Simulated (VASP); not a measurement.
# Se (P3_121) in VASP: further runs

Runs on Se. Level: revPBE. Tasks: single point.

Program: VASP 6.6.1. These are calculated values, not measurements. Logs are shortened: lines on timing, memory, paths and dates and some standing lists are left out, and cuts for length are marked.

## (1) The cell of the first run

Symmetry: P3_121, No. 152, trigonal system. Conventional cell: a = 4.277 Å, b = 4.277 Å, c = 4.852 Å, α = 90.00°, β = 90.00°, γ = 120.00°. Within 3.1 Å of Se (site symmetry 2) lie 2 Se at 2.32 Å.

## (2) Single point, revPBE

Contents of INCAR:

```
SYSTEM = Se
PREC = Accurate
ENCUT = 520
EDIFF = 1E-7
ISMEAR = -1
SIGMA = 0.05
LREAL = .FALSE.
LASPH = .TRUE.
NELM = 80
ALGO = Normal
ISIF = 2
LWAVE = .FALSE.
LCHARG = .FALSE.
GGA = RE
NBANDS = 16
```

Contents of KPOINTS:

```
regular mesh
0
G
  7 7 6
  0 0 0
```

Contents of POSCAR:

```
Se
1.0
    4.2770688679      0.0000000000      0.0000000000
   -2.1385344339      3.7040502933      0.0000000000
    0.0000000000      0.0000000000      4.8524777481
Se
3
Direct
    0.7746000000      0.7746000000      0.0000000000
    0.0000000000      0.2254000000      0.6666666667
    0.2254000000      0.0000000000      0.3333333333
```

Potentials or basis: VASP PAW PBE potentials, release 64 (Se).

Run with:

```
$ cat potpaw_PBE.64/Se/POTCAR > POTCAR
$ mpirun -np 1 vasp_std > vasp.out
```

OUTCAR:

```text
SYSTEM = Se
   PREC = Accurate
   ENCUT = 520
   EDIFF = 1E-7
   ISMEAR = -1
   LREAL = .FALSE.
   LASPH = .TRUE.
   NELM = 80
   ISIF = 2
   GGA = RE

 ion  position               nearest neighbor table
   1  0.775  0.775  0.000-   2 2.32   3 2.32
   2  0.000  0.225  0.667-   1 2.32   3 2.32
   3  0.225  0.000  0.333-   1 2.32   2 2.32

  LATTYP: Found a hexagonal cell.
 ALAT       =     4.2770688679
 C/A-ratio  =     1.1345334616

  Lattice vectors:

 A1 = (   4.2770688679,   0.0000000000,   0.0000000000)
 A2 = (  -2.1385344339,   3.7040502933,   0.0000000000)
 A3 = (   0.0000000000,   0.0000000000,   4.8524777481)

Analysis of symmetry for initial positions (statically):
=====================================================================
 Subroutine PRICEL returns:
 Original cell was already a primitive cell.

 Routine SETGRP: Setting up the symmetry group for a
 hexagonal supercell.

 Subroutine GETGRP returns: Found  6 space group operations
 (whereof  2 operations were pure point group operations)
 out of a pool of 24 trial point group operations.

The static configuration has the point symmetry C_2 .
 The point group associated with its full space group is D_3 .

Analysis of symmetry for dynamics (positions and initial velocities):
=====================================================================
 Subroutine PRICEL returns:
 Original cell was already a primitive cell.

 Routine SETGRP: Setting up the symmetry group for a
 hexagonal supercell.

 Subroutine GETGRP returns: Found  6 space group operations
 (whereof  2 operations were pure point group operations)
 out of a pool of 24 trial point group operations.

The dynamic configuration has the point symmetry C_2 .
 The point group associated with its full space group is D_3 .

 Subroutine INISYM returns: Found  6 space group operations
 (whereof  2 operations are pure point group operations),
 and found     1 'primitive' translations

----------------------------------------------------------------------------------------

                                     Primitive cell

  volume of cell :      76.8753

  direct lattice vectors                    reciprocal lattice vectors
     4.277068868  0.000000000  0.000000000     0.233804980  0.134987368  0.000000000
    -2.138534434  3.704050293  0.000000000     0.000000000  0.269974736  0.000000000
     0.000000000  0.000000000  4.852477748     0.000000000  0.000000000  0.206080286

  length of vectors
     4.277068868  4.277068868  4.852477748     0.269974736  0.269974736  0.206080286

  position of ions in fractional coordinates (direct lattice)
     0.774600000  0.774600000  0.000000000
     0.000000000  0.225400000  0.666666667
     0.225400000  0.000000000  0.333333333

  ion indices of the primitive-cell ions
   primitive index   ion index
                 1           1
                 2           2
                 3           3

----------------------------------------------------------------------------------------

 KPOINTS: regular mesh

Automatic generation of k-mesh.
 Grid dimensions read from file:
 generate k-points for:    7    7    6

 Generating k-lattice:

  Cartesian coordinates                     Fractional coordinates (reciprocal lattice)
     0.033400711  0.019283910  0.000000000     0.142857143  0.000000000  0.000000000
     0.000000000  0.038567819  0.000000000     0.000000000  0.142857143  0.000000000
     0.000000000  0.000000000  0.034346714     0.000000000  0.000000000  0.166666667

  Length of vectors
     0.038567819  0.038567819  0.034346714

  Shift w.r.t. Gamma in fractional coordinates (k-lattice)
     0.000000000  0.000000000  0.000000000

 Subroutine IBZKPT returns following result:
 ===========================================

 Found     40 irreducible k-points:

 Following reciprocal coordinates:
            Coordinates               Weight
  0.000000  0.000000  0.000000      1.000000
  0.142857  0.000000  0.000000      6.000000
  0.285714 -0.000000  0.000000      6.000000
  0.428571  0.000000  0.000000      6.000000
  0.142857  0.142857  0.000000      6.000000
  0.285714  0.142857  0.000000     12.000000
[... 16 lines left out ...]
  0.000000  0.142857  0.333333      6.000000
  0.285714 -0.000000  0.333333      6.000000
 [... further k-points ...]
   k-points           NKPTS =     40   k-points in BZ     NKDIM =     40   number of bands    NBANDS=     16
   number of dos      NEDOS =    301   number of ions     NIONS =      3
   total plane-waves  NPLWV =  36864
   dimension x,y,z NGX =    32 NGY =   32 NGZ =   36
   dimension x,y,z NGXF=    64 NGYF=   64 NGZF=   72
   ions per type =               3
   NGX,Y,Z   is equivalent  to a cutoff of  12.44, 12.44, 12.33 a.u.
   NGXF,Y,Z  is equivalent  to a cutoff of  24.88, 24.88, 24.67 a.u.
 SYSTEM =  Se
   PREC   = accura    normal or accurate (medium, high low for compatibility)
   ISTART =      0    job   : 0-new  1-cont  2-samecut
   ICHARG =      2    charge: 1-file 2-atom 10-const
   ISPIN  =      1    spin polarized calculation?
   LNONCOLLINEAR =      F non collinear calculations
   LSORBIT =      F    spin-orbit coupling
   LASPH  =      T    aspherical Exc in radial PAW
   ENCUT  =  520.0 eV  38.22 Ry    6.18 a.u.   7.95  7.95  9.02*2*pi/ulx,y,z
   NELM   =     80;   NELMIN=  2; NELMDL= -5     # of ELM steps
   EDIFF  = 0.1E-06   stopping-criterion for ELM
   LREAL  =      F    real-space projection
   EDIFFG = 0.1E-05   stopping-criterion for IOM
   NSW    =      0    number of steps for IOM
   IBRION =     -1    ionic relax: 0-MD 1-quasi-New 2-CG
   NFREE  =      0    steps in history (QN), initial steepest desc. (CG)
   ISIF   =      2    stress and relaxation
   ISYM   =      2    0-nonsym 1-usesym 2-fastsym
   POTIM  = 0.5000    time-step for ionic-motion
   TEBEG  =    0.0;   TEEND  =   0.0 temperature during run
   PSTRESS=    0.0 pullay stress
   NELECT =      18.0000    total number of electrons
   NUPDOWN=      -1.0000    fix difference up-down
   EMIN   =  10.00;   EMAX   =-10.00  energy-range for DOS
   EFERMI =   0.00;   METHOD = LEGACY
   ISMEAR =    -1;   SIGMA  =   0.05  broadening in eV -4-tet -1-fermi 0-gaus
   EFERMI_NEDOS =   21; number of points for ismear=-14 and -15
   IALGO  =     38    algorithm
   IMIX   =      4    mixing-type and parameters
     AMIX     =   0.40;   BMIX     =  1.00
     AMIX_MAG =   1.60;   BMIX_MAG =  1.00
  volume/ion in A,a.u.               =      25.63       172.93
  Fermi-wavevector in a.u.,A,eV,Ry     =   1.009029  1.906787 13.852616  1.018139
  Thomas-Fermi vector in A             =   2.141932
   LORBIT       =      0    0 simple, 1 ext, 2 COOP (PROOUT), +10 PAW based schemes
   GGA     = RE    functional components
   LHFCALC =     F    Hartree Fock is set to
   AEXX    =    0.0000 exact exchange contribution
   IVDW    =     0    specifies the selected vdW correction
   LEPSILON=     F    determine dielectric tensor
   LRPA    =     F    only Hartree local field effects (RPA)
 non-spin polarized calculation
  energy-cutoff  :      520.00
  volume of cell :       76.88
 maximum number of plane-waves:      2086
   NGX = 15   NGY = 15   NGZ = 19

 number of electron      17.9999999 magnetization

 Free energy of the ion-electron system (eV)
  ---------------------------------------------------
  ext. energy  EPLUGINS =         0.00000000
  ---------------------------------------------------
  free energy    TOTEN  =        -9.38283395 eV

  energy without entropy =       -9.38283369  energy(sigma->0) =       -9.38283382

 E-fermi :   4.0488     XC(G=0):  -8.9796

 val. band max:        3.4303642323   @ k =   0.4286   0.1429   0.5000
 cond. band min:       4.6386896328   @ k =   0.0000   0.0000   0.5000
 fundamental gap:      1.2083254005
 Fermi energy:         4.0487611703

 k-point     1 :       0.0000    0.0000    0.0000
  band No.  band energies     occupation
      1     -12.9632      2.00000
      2      -8.4804      2.00000
      3      -8.4804      2.00000
      4      -0.6528      2.00000
      5      -0.6077      2.00000
      6      -0.6077      2.00000
[... 8 lines left out ...]
     15       9.8525      0.00000
     16      11.7697      0.00000

 k-point     2 :       0.1429    0.0000    0.0000
  band No.  band energies     occupation
      1     -12.8766      2.00000
      2      -8.5594      2.00000
      3      -8.4682      2.00000
      4      -1.3394      2.00000
      5      -0.9027      2.00000
      6      -0.3947      2.00000
[... 8 lines left out ...]
     15      10.7415      0.00000
     16      11.7086      0.00000

 k-point     3 :       0.2857   -0.0000    0.0000
  band No.  band energies     occupation
      1     -12.6611      2.00000
      2      -8.7796      2.00000
      3      -8.4398      2.00000
      4      -1.9265      2.00000
      5      -1.3172      2.00000
      6      -0.4658      2.00000
[... 8 lines left out ...]
     15      11.6481      0.00000
     16      12.5409      0.00000

 k-point     4 :       0.4286    0.0000    0.0000
  band No.  band energies     occupation
      1     -12.4600      2.00000
      2      -9.0058      2.00000
      3      -8.4163      2.00000
      4      -2.1364      2.00000
      5      -1.5771      2.00000
      6      -0.3943      2.00000
[... 8 lines left out ...]
     15      12.6922      0.00000
     16      13.5222      0.00000

 k-point     5 :       0.1429    0.1429    0.0000
  band No.  band energies     occupation
      1     -12.7246      2.00000
      2      -8.6881      2.00000
      3      -8.4728      2.00000
      4      -1.7440      2.00000
      5      -1.3821      2.00000
      6      -0.2680      2.00000
[... 8 lines left out ...]
     15      11.4669      0.00000
     16      11.9171      0.00000

 k-point     6 :       0.2857    0.1429    0.0000
  band No.  band energies     occupation
      1     -12.5095      2.00000
      2      -8.8814      2.00000
      3      -8.4966      2.00000
      4      -2.0272      2.00000
      5      -1.6790      2.00000
      6      -0.2323      2.00000
[... 8 lines left out ...]
     15      12.3889      0.00000
     16      12.9981      0.00000

 k-point     7 :       0.4286    0.1429    0.0000
  band No.  band energies     occupation
      1     -12.4017      2.00000
      2      -8.9879      2.00000
      3      -8.5079      2.00000
      4      -2.1006      2.00000
      5      -1.7463      2.00000
      6      -0.1225      2.00000
[... 8 lines left out ...]
     15      12.3316      0.00000
     16      13.5513      0.00000

 k-point     8 :       0.2857    0.2857    0.0000
  band No.  band energies     occupation
      1     -12.3773      2.00000
      2      -8.8696      2.00000
      3      -8.6659      2.00000
      4      -1.9987      2.00000
      5      -1.8998      2.00000
      6       0.1204      2.00000
[... 8 lines left out ...]
     15      11.8661      0.00000
     16      12.9636      0.00000

 k-point     9 :       0.0000    0.0000    0.1667
  band No.  band energies     occupation
      1     -12.8215      2.00000
      2      -9.6928      2.00000
      3      -7.2853      2.00000
      4      -1.0325      2.00000
      5      -0.5722      2.00000
      6      -0.3586      2.00000
[... 8 lines left out ...]
     15      10.5010      0.00000
     16      10.8527      0.00000
[... 172 lines left out ...]
 k-point    19 :       0.4286    0.1429    0.1667
  band No.  band energies     occupation
      1     -12.2718      2.00000
      2      -9.6438      2.00000
      3      -7.9643      2.00000
      4      -2.1961      2.00000
      5      -1.9386      2.00000
      6      -0.3566      2.00000
[... 8 lines left out ...]
     15      12.2481      0.00000
     16      13.1779      0.00000

 k-point    20 :       0.2857    0.2857    0.1667
  band No.  band energies     occupation
      1     -12.2478      2.00000
      2      -9.6277      2.00000
      3      -8.0121      2.00000
      4      -2.2903      2.00000
      5      -1.9003      2.00000
      6      -0.2092      2.00000
[... 8 lines left out ...]
     15      11.7236      0.00000
     16      13.3649      0.00000

 k-point    21 :       0.0000    0.0000    0.3333
  band No.  band energies     occupation
      1     -12.4012      2.00000
      2     -10.7980      2.00000
      3      -6.3121      2.00000
      4      -1.5422      2.00000
      5      -0.3751      2.00000
      6      -0.2108      2.00000
[... 8 lines left out ...]
     15      11.2680      0.00000
     16      11.6421      0.00000

 k-point    22 :       0.1429    0.0000    0.3333
  band No.  band energies     occupation
      1     -12.3218      2.00000
      2     -10.7449      2.00000
      3      -6.5229      2.00000
      4      -1.7223      2.00000
      5      -0.8001      2.00000
      6      -0.1745      2.00000
[... 8 lines left out ...]
     15      11.1431      0.00000
     16      11.6049      0.00000

 k-point    23 :       0.0000    0.1429    0.3333
  band No.  band energies     occupation
      1     -12.3207      2.00000
      2     -10.7485      2.00000
      3      -6.5072      2.00000
      4      -1.7555      2.00000
      5      -0.9107      2.00000
      6      -0.2053      2.00000
[... 8 lines left out ...]
     15      11.0100      0.00000
     16      11.7181      0.00000

 k-point    24 :       0.2857   -0.0000    0.3333
  band No.  band energies     occupation
      1     -12.1273      2.00000
      2     -10.6178      2.00000
      3      -7.0023      2.00000
      4      -2.1149      2.00000
      5      -1.3416      2.00000
      6      -0.4247      2.00000
[... 8 lines left out ...]
     15      11.1204      0.00000
     16      11.9018      0.00000

 [... further k-points ...]
[... 5 lines left out ...]
  --------------------------------------------------------------------------------------
  -------------------------------------------------------------------------------------
  Total        3.4739201      3.4739201      5.4798713      0.0000000      0.0000000     -0.0000000
  in kB       72.4008621     72.4008621    114.2074077      0.0000000      0.0000000     -0.0000000
  external PRESSURE =      86.3363773 kB  Pullay stress =       0.0000000 kB

 VOLUME and BASIS-vectors are now :
 -----------------------------------------------------------------------------
  energy-cutoff  :      520.00
  volume of cell :       76.88
      direct lattice vectors                 reciprocal lattice vectors
     4.277068868  0.000000000  0.000000000     0.233804980  0.134987368  0.000000000
    -2.138534434  3.704050293  0.000000000     0.000000000  0.269974736  0.000000000
     0.000000000  0.000000000  4.852477748     0.000000000  0.000000000  0.206080286

 POSITION                                       TOTAL-FORCE (eV/Angst)
 -----------------------------------------------------------------------------------
      1.65651      2.86916      0.00000        -0.567790     -0.983441     -0.000000
     -0.48203      0.83489      3.23499        -0.567790      0.983441     -0.000000
      0.96405      0.00000      1.61749         1.135580      0.000000      0.000000
 -----------------------------------------------------------------------------------
    total drift:                               -0.000000     -0.000000      0.000000

  FREE ENERGIE OF THE ION-ELECTRON SYSTEM (eV)
  ---------------------------------------------------
  free  energy   TOTEN  =        -9.3828339493 eV

  energy  without entropy=       -9.3828336932  energy(sigma->0) =       -9.38283382
```

Wall time 66 s (1 thread of Intel Xeon 8259CL, shared host); peak memory 0.19 GiB.

Results:

```yaml
Free_energy: -9.3828 eV
Pressure: 8.6 GPa
Largest_force: 1.136 eV/Å
Band_gap_on_the_k_mesh: 1.21 eV (least direct gap 1.58 eV)
```

Forces in eV/Å, atoms in the order of the input:
```
Se  -0.568 -0.983  0.000
Se  -0.568  0.983  0.000
Se   1.136  0.000  0.000
```

Caveat: the cell stands under pressure; the PAW data sets were made with another functional, which shifts forces and pressure a little.

[end of part 1 of 2]
